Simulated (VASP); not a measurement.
# Ag (R-3m) in VASP: single point with PBE

Aim: the single point of Ag with PBE.

All numbers are computed with VASP 6.6.1; they aren't measurements. Logs are shortened: lines on timing, memory, paths and dates and some standing lists are left out, and cuts for length are marked.

**1. The cell of the first run**

The structure is trigonal, space group R-3m (No. 166). The conventional cell has a = 3.562 Å, b = 3.562 Å, c = 9.909 Å, α = 90.00°, β = 90.00°, γ = 120.00°. Within 3.1 Å of Ag (site symmetry 3m) lie 6 Ag at 2.38 to 2.94 Å.

**2. Single point, PBE**

Contents of INCAR:

```
SYSTEM = Ag
PREC = Accurate
ENCUT = 500
EDIFF = 1E-6
ISMEAR = 0
SIGMA = 0.1
LREAL = .False.
LASPH = .True.
NELM = 120
ALGO = Normal
ISIF = 2
LWAVE = .False.
LCHARG = .False.
GGA = PE
NBANDS = 18
GGA_COMPAT = .False.
```

Contents of KPOINTS:

```
regular mesh
0
Gamma
  6 6 6
  0 0 0
```

Contents of POSCAR:

```
Ag
1.0
    1.7811574777      1.0283517492      3.3029429939
   -1.7811574777      1.0283517492      3.3029429939
    0.0000000000     -2.0567034984      3.3029429939
Ag
2
Direct
    0.2275400000      0.2275400000      0.2275400000
    0.7724600000      0.7724600000      0.7724600000
```

Potentials or basis: VASP PAW PBE potentials, release 64 (Ag).

Launch:

```bash
> cat potpaw_PBE.64/Ag/POTCAR > POTCAR
> mpirun -np 1 vasp_std > vasp.out
```

OUTCAR:

```text
SYSTEM = Ag
   PREC = Accurate
   ENCUT = 500
   EDIFF = 1E-6
   ISMEAR = 0
   LREAL = .False.
   LASPH = .True.
   NELM = 120
   ISIF = 2
   GGA = PE

 ion  position               nearest neighbor table
   1  0.228  0.228  0.228-   2 2.38   2 2.38   2 2.38   2 2.94   2 2.94   2 2.94
   2  0.772  0.772  0.772-   1 2.38   1 2.38   1 2.38   1 2.94   1 2.94   1 2.94

  LATTYP: Found a trigonal (rhomboedric) cell.
 ALAT       =     3.8909461191
 COS(alpha) =     0.5808936906

  Lattice vectors:

 A1 = (   1.7811574777,   1.0283517492,   3.3029429939)
 A2 = (  -1.7811574777,   1.0283517492,   3.3029429939)
 A3 = (   0.0000000000,  -2.0567034984,   3.3029429939)

Analysis of symmetry for initial positions (statically):
=====================================================================
 Subroutine PRICEL returns:
 Original cell was already a primitive cell.

 Routine SETGRP: Setting up the symmetry group for a
 trigonal (rhombohedral) supercell.

 Subroutine GETGRP returns: Found 12 space group operations
 (whereof 12 operations were pure point group operations)
 out of a pool of 12 trial point group operations.

The static configuration has the point symmetry D_3d.

Analysis of symmetry for dynamics (positions and initial velocities):
=====================================================================
 Subroutine PRICEL returns:
 Original cell was already a primitive cell.

 Routine SETGRP: Setting up the symmetry group for a
 trigonal (rhombohedral) supercell.

 Subroutine GETGRP returns: Found 12 space group operations
 (whereof 12 operations were pure point group operations)
 out of a pool of 12 trial point group operations.

The dynamic configuration has the point symmetry D_3d.

 Subroutine INISYM returns: Found 12 space group operations
 (whereof 12 operations are pure point group operations),
 and found     1 'primitive' translations

----------------------------------------------------------------------------------------

                                     Primitive cell

  volume of cell :      36.2991

  direct lattice vectors                    reciprocal lattice vectors
     1.781157478  1.028351749  3.302942994     0.280716335  0.162071652  0.100920099
    -1.781157478  1.028351749  3.302942994    -0.280716335  0.162071652  0.100920099
     0.000000000 -2.056703498  3.302942994     0.000000000 -0.324143304  0.100920099

  length of vectors
     3.890946119  3.890946119  3.890946119     0.339490424  0.339490424  0.339490424

  position of ions in fractional coordinates (direct lattice)
     0.227540000  0.227540000  0.227540000
     0.772460000  0.772460000  0.772460000

  ion indices of the primitive-cell ions
   primitive index   ion index
                 1           1
                 2           2

----------------------------------------------------------------------------------------

 KPOINTS: regular mesh

Automatic generation of k-mesh.
 Grid dimensions read from file:
 generate k-points for:    6    6    6

 Generating k-lattice:

  Cartesian coordinates                     Fractional coordinates (reciprocal lattice)
     0.046786056  0.027011942  0.016820016     0.166666667 -0.000000000 -0.000000000
    -0.046786056  0.027011942  0.016820016    -0.000000000  0.166666667 -0.000000000
     0.000000000 -0.054023884  0.016820016    -0.000000000 -0.000000000  0.166666667

  Length of vectors
     0.056581737  0.056581737  0.056581737

  Shift w.r.t. Gamma in fractional coordinates (k-lattice)
     0.000000000  0.000000000  0.000000000

 Subroutine IBZKPT returns following result:
 ===========================================

 Found     32 irreducible k-points:

 Following reciprocal coordinates:
            Coordinates               Weight
  0.000000  0.000000  0.000000      1.000000
  0.166667  0.000000  0.000000      6.000000
  0.333333  0.000000  0.000000      6.000000
  0.500000  0.000000  0.000000      3.000000
  0.166667  0.166667  0.000000      6.000000
  0.333333  0.166667  0.000000     12.000000
[... 16 lines left out ...]
  0.500000  0.500000  0.166667      6.000000
 -0.333333  0.500000  0.166667     12.000000
 [... further k-points ...]
   k-points           NKPTS =     32   k-points in BZ     NKDIM =     32   number of bands    NBANDS=     18
   number of dos      NEDOS =    301   number of ions     NIONS =      2
   total plane-waves  NPLWV =  21952
   dimension x,y,z NGX =    28 NGY =   28 NGZ =   28
   dimension x,y,z NGXF=    56 NGYF=   56 NGZF=   56
   ions per type =               2
   NGX,Y,Z   is equivalent  to a cutoff of  11.96, 11.96, 11.96 a.u.
   NGXF,Y,Z  is equivalent  to a cutoff of  23.93, 23.93, 23.93 a.u.
 SYSTEM =  Ag
   PREC   = accura    normal or accurate (medium, high low for compatibility)
   ISTART =      0    job   : 0-new  1-cont  2-samecut
   ICHARG =      2    charge: 1-file 2-atom 10-const
   ISPIN  =      1    spin polarized calculation?
   LNONCOLLINEAR =      F non collinear calculations
   LSORBIT =      F    spin-orbit coupling
   LASPH  =      T    aspherical Exc in radial PAW
   ENCUT  =  500.0 eV  36.75 Ry    6.06 a.u.   7.09  7.09  7.09*2*pi/ulx,y,z
   NELM   =    120;   NELMIN=  2; NELMDL= -5     # of ELM steps
   EDIFF  = 0.1E-05   stopping-criterion for ELM
   LREAL  =      F    real-space projection
   EDIFFG = 0.1E-04   stopping-criterion for IOM
   NSW    =      0    number of steps for IOM
   IBRION =     -1    ionic relax: 0-MD 1-quasi-New 2-CG
   NFREE  =      0    steps in history (QN), initial steepest desc. (CG)
   ISIF   =      2    stress and relaxation
   ISYM   =      2    0-nonsym 1-usesym 2-fastsym
   POTIM  = 0.5000    time-step for ionic-motion
   TEBEG  =    0.0;   TEEND  =   0.0 temperature during run
   PSTRESS=    0.0 pullay stress
   NELECT =      22.0000    total number of electrons
   NUPDOWN=      -1.0000    fix difference up-down
   EMIN   =  10.00;   EMAX   =-10.00  energy-range for DOS
   EFERMI =   0.00;   METHOD = LEGACY
   ISMEAR =     0;   SIGMA  =   0.10  broadening in eV -4-tet -1-fermi 0-gaus
   EFERMI_NEDOS =   21; number of points for ismear=-14 and -15
   IALGO  =     38    algorithm
   IMIX   =      4    mixing-type and parameters
     AMIX     =   0.40;   BMIX     =  1.00
     AMIX_MAG =   1.60;   BMIX_MAG =  1.00
  volume/ion in A,a.u.               =      18.15       122.48
  Fermi-wavevector in a.u.,A,eV,Ry     =   1.385427  2.618077 26.115127  1.919408
  Thomas-Fermi vector in A             =   2.509838
   LORBIT       =      0    0 simple, 1 ext, 2 COOP (PROOUT), +10 PAW based schemes
   GGA     = PE    functional components
   LHFCALC =     F    Hartree Fock is set to
   AEXX    =    0.0000 exact exchange contribution
   IVDW    =     0    specifies the selected vdW correction
   LEPSILON=     F    determine dielectric tensor
   LRPA    =     F    only Hartree local field effects (RPA)
 non-spin polarized calculation
 Gauss-broadening in eV      SIGMA  =   0.10
  energy-cutoff  :      500.00
  volume of cell :       36.30
 maximum number of plane-waves:       933
   NGX = 15   NGY = 15   NGZ = 15

 number of electron      22.0000000 magnetization

 Free energy of the ion-electron system (eV)
  ---------------------------------------------------
  ext. energy  EPLUGINS =         0.00000000
  ---------------------------------------------------
  free energy    TOTEN  =        -3.63829890 eV

  energy without entropy =       -3.63596029  energy(sigma->0) =       -3.63712959

 E-fermi :   7.8068     XC(G=0): -11.6973

 val. band max:        7.6204485026   @ k =  -0.3333   0.3333   0.1667
 cond. band min:       7.8764466820   @ k =  -0.3333   0.1667   0.1667
 fundamental gap:      0.2559981795
 Fermi energy:         7.8067547083

 k-point     1 :       0.0000    0.0000    0.0000
  band No.  band energies     occupation
      1       0.3737      2.00000
      2       1.0083      2.00000
      3       1.0083      2.00000
      4       1.5858      2.00000
      5       1.5858      2.00000
      6       1.6092      2.00000
[... 10 lines left out ...]
     17      22.4260      0.00000
     18      23.1752      0.00000

 k-point     2 :       0.1667    0.0000    0.0000
  band No.  band energies     occupation
      1       0.9150      2.00000
      2       1.0892      2.00000
      3       1.1615      2.00000
      4       1.6043      2.00000
      5       1.8590      2.00000
      6       1.8898      2.00000
[... 10 lines left out ...]
     17      21.4597      0.00000
     18      21.9594      0.00000

 k-point     3 :       0.3333    0.0000    0.0000
  band No.  band energies     occupation
      1       1.4169      2.00000
      2       1.6142      2.00000
      3       1.7308      2.00000
      4       2.1527      2.00000
      5       2.5052      2.00000
      6       2.5874      2.00000
[... 10 lines left out ...]
     17      20.4528      0.00000
     18      21.0348      0.00000

 k-point     4 :       0.5000    0.0000    0.0000
  band No.  band energies     occupation
      1       1.7500      2.00000
      2       1.9809      2.00000
      3       2.0129      2.00000
      4       2.3703      2.00000
      5       2.7556      2.00000
      6       2.9322      2.00000
[... 10 lines left out ...]
     17      19.9111      0.00000
     18      21.1292      0.00000

 k-point     5 :       0.1667    0.1667    0.0000
  band No.  band energies     occupation
      1       0.8641      2.00000
      2       1.0922      2.00000
      3       1.4035      2.00000
      4       1.4489      2.00000
      5       1.9671      2.00000
      6       2.0707      2.00000
[... 10 lines left out ...]
     17      21.7128      0.00000
     18      23.7708      0.00000

 k-point     6 :       0.3333    0.1667    0.0000
  band No.  band energies     occupation
      1       1.1548      2.00000
      2       1.3703      2.00000
      3       1.6188      2.00000
      4       2.1954      2.00000
      5       2.3893      2.00000
      6       2.6748      2.00000
[... 10 lines left out ...]
     17      22.4771      0.00000
     18      23.4312      0.00000

 k-point     7 :       0.5000    0.1667    0.0000
  band No.  band energies     occupation
      1       1.4760      2.00000
      2       1.8597      2.00000
      3       2.0853      2.00000
      4       2.3726      2.00000
      5       2.7107      2.00000
      6       2.9067      2.00000
[... 10 lines left out ...]
     17      22.6643      0.00000
     18      24.0025      0.00000

 k-point     8 :      -0.3333    0.1667    0.0000
  band No.  band energies     occupation
      1       1.4063      2.00000
      2       1.8330      2.00000
      3       2.0205      2.00000
      4       2.3562      2.00000
      5       2.6965      2.00000
      6       2.9145      2.00000
[... 10 lines left out ...]
     17      21.7148      0.00000
     18      22.7389      0.00000
[... 229 lines left out ...]
     17      23.8709      0.00000
     18      24.1432      0.00000

 k-point    20 :       0.5000    0.3333    0.1667
  band No.  band energies     occupation
      1       1.2722      2.00000
      2       1.5355      2.00000
      3       1.7690      2.00000
      4       2.2059      2.00000
      5       2.7715      2.00000
      6       2.8663      2.00000
[... 10 lines left out ...]
     17      22.4654      0.00000
     18      25.3842      0.00000

 k-point    21 :      -0.3333    0.3333    0.1667
  band No.  band energies     occupation
      1       1.5033      2.00000
      2       1.6990      2.00000
      3       1.8584      2.00000
      4       2.2313      2.00000
      5       2.8054      2.00000
      6       3.2535      2.00000
[... 10 lines left out ...]
     17      22.0772      0.00000
     18      24.7232      0.00000

 k-point    22 :      -0.1667    0.3333    0.1667
  band No.  band energies     occupation
      1       1.2296      2.00000
      2       1.5531      2.00000
      3       2.0164      2.00000
      4       2.3898      2.00000
      5       2.7562      2.00000
      6       2.9288      2.00000
[... 10 lines left out ...]
     17      21.7535      0.00000
     18      23.6841      0.00000

 k-point    23 :       0.5000    0.5000    0.1667
  band No.  band energies     occupation
      1       1.1286      2.00000
      2       1.4671      2.00000
      3       1.6097      2.00000
      4       2.5019      2.00000
      5       2.8967      2.00000
      6       2.9145      2.00000
[... 10 lines left out ...]
     17      25.4560      0.00000
     18      26.3787      0.00000

 k-point    24 :      -0.3333    0.5000    0.1667
  band No.  band energies     occupation
      1       1.2164      2.00000
      2       1.6354      2.00000
      3       1.7923      2.00000
      4       2.4164      2.00000
      5       2.5398      2.00000
      6       3.4381      2.00000
[... 10 lines left out ...]
     17      22.9297      0.00000
     18      25.5933      0.00000

 [... further k-points ...]

------------------------ aborting loop because EDIFF is reached ----------------------------------------

  FORCE on cell =-STRESS in cart. coord.  units (eV):
  Direction    XX          YY          ZZ          XY          YZ          ZX
  --------------------------------------------------------------------------------------
  -------------------------------------------------------------------------------------
  Total        6.5156814      6.5156814      4.9475788      0.0000000      0.0000000      0.0000000
  in kB      287.5902026    287.5902025    218.3770338      0.0000000      0.0000000      0.0000000
  external PRESSURE =     264.5191463 kB  Pullay stress =       0.0000000 kB

 VOLUME and BASIS-vectors are now :
 -----------------------------------------------------------------------------
  energy-cutoff  :      500.00
  volume of cell :       36.30
      direct lattice vectors                 reciprocal lattice vectors
     1.781157478  1.028351749  3.302942994     0.280716335  0.162071652  0.100920099
    -1.781157478  1.028351749  3.302942994    -0.280716335  0.162071652  0.100920099
     0.000000000 -2.056703498  3.302942994     0.000000000 -0.324143304  0.100920099

 POSITION                                       TOTAL-FORCE (eV/Angst)
 -----------------------------------------------------------------------------------
      0.00000      0.00000      2.25465         0.000000      0.000000      4.484569
      0.00000      0.00000      7.65417         0.000000      0.000000     -4.484569
 -----------------------------------------------------------------------------------
    total drift:                               -0.000000      0.000000     -0.000000

  FREE ENERGIE OF THE ION-ELECTRON SYSTEM (eV)
  ---------------------------------------------------
  free  energy   TOTEN  =        -3.6382988954 eV

  energy  without entropy=       -3.6359602925  energy(sigma->0) =       -3.63712959
```

Run time: 18 s. Hardware: 1 thread of AMD EPYC 7R43 (Zen 3), shared host; peak memory 0.12 GiB.

What came out:

- Free energy: -3.6383 eV
- Pressure: 26.5 GPa
- Largest force: 4.485 eV/Å
- Band gap on the k mesh: zero (bands 11 and 12 overlap by 2.10 eV)

Forces on the atoms (eV/Å):
```
Ag   0.000  0.000  4.485
Ag   0.000  0.000 -4.485
```

Caveat: the cell stands under pressure; forces of over 1 eV/Å act on the atoms, so gaps and moduli don't describe the material at rest.
